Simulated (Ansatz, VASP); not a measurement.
## Two plane-wave programs on MgS

```
CELL_PARAMETERS angstrom
0.00000 2.56485 2.56485
2.56485 0.00000 2.56485
2.56485 2.56485 0.00000
ATOMIC_POSITIONS crystal
Mg 0.00000 0.00000 0.00000
S 0.50000 0.50000 0.50000
```

Alike in both runs: task single point; functional LDA; k mesh 8 × 8 × 8; occupations gaussian, width 0.02 eV; no spin polarisation.

```csv
,VASP,Ansatz
version,VASP 6.6.1,Ansatz 0.2.0
potentials or method,"VASP PAW LDA potentials, release 64 (Mg, S), cutoff 600 eV","scalar-relativistic, plane waves, PAW"
valence electrons in the cell,8,16
```

```tsv
	VASP	Ansatz	Ansatz less VASP
gap on the k mesh at the Fermi level (eV)	2.65	2.65	+0.001
least direct gap on the mesh (eV)	3.84	3.82	-0.013
pressure (GPa)	-0.6	0.0	+0.59
```

Ansatz warns that its potentials were made for another functional, while VASP's fit it. LDA's correlation is that of Perdew and Zunger in VASP and of Perdew and Wang (1992) in Ansatz. VASP's potentials hold 8 valence electrons a cell and Ansatz's 16, so a difference there can come from the potentials and not from the codes.
